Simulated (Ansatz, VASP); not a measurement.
# AgCl in VASP and in Ansatz

INCAR

```
SYSTEM = AgCl
PREC = Accurate
ENCUT = 520
EDIFF = 1E-8
ISMEAR = -1
SIGMA = 0.01
LREAL = .False.
LASPH = .True.
NELM = 80
ALGO = Normal
ISIF = 2
LWAVE = .False.
LCHARG = .False.
GGA = PS
LEFG = .True.
NBANDS = 16
```

The input KPOINTS:

```
Automatic mesh
0
Gamma
  9 9 9
  0 0 0
```

The input POSCAR:

```
AgCl
1.0
    3.4339730000      0.0171698650      0.0171698650
    0.0171698650      3.4339730000      0.0171698650
    0.0171698650      0.0171698650      3.4339730000
Ag Cl
1 1
Direct
    0.0000000000      0.0000000000      0.0000000000
    0.5000000000      0.5000000000      0.5000000000
```

Input for Ansatz:

```yaml
crystal:
  lattice:
    - [3.433973, 0.017169865, 0.017169865]
    - [0.017169865, 3.433973, 0.017169865]
    - [0.017169865, 0.017169865, 3.433973]
  atoms:
    - { symbol: Ag, position: [0.0, 0.0, 0.0] }
    - { symbol: Cl, position: [0.5, 0.5, 0.5] }
kpoints:
  mp_grid: { grid: [9, 9, 9] }
scf:
  occupations: { method: fermi_dirac, width: 0.01 }
hamiltonian:
  xc: pbesol
  pseudopotentials: { kind: all_electron, datasets: crystal }
output:
  forces: true
  stress: true
  eigenvalues: true
  efg: { contact_densities: true }
```

Change from the starting cell: equal xy, yz and zx shear strains of +1 %, crystal datasets.

Alike in both runs: task electric field gradients; functional PBEsol; k mesh 9 × 9 × 9; occupations fermi-dirac, width 0.01 eV; no spin polarisation.

|  | VASP | Ansatz |
| --- | --- | --- |
| version | VASP 6.6.1 | Ansatz 0.2.0 |
| potentials or method | VASP PAW PBE potentials, release 64 (Ag, Cl), cutoff 520 eV | all-electron PAW with datasets made for the crystal, scalar-relativistic |

VASP gave:

* gap on the k mesh at the Fermi level (eV): 0.41
* pressure (GPa): -4.7
* traceless stress, the component that is largest in VASP (GPa): 0.15
* size of Vzz on the site where it differs most (V/Å²): 4.2

**Question.** What did Ansatz give for the same quantities?

**Answer.** gap on the k mesh at the Fermi level (eV): 0.42; pressure (GPa): -4.6; traceless stress, the component that is largest in VASP (GPa): 0.15; size of Vzz on the site where it differs most (V/Å²): 3.7.

VASP's potentials were made for PBE, not for PBEsol. Ansatz ran all-electron here, and VASP with PAW potentials.
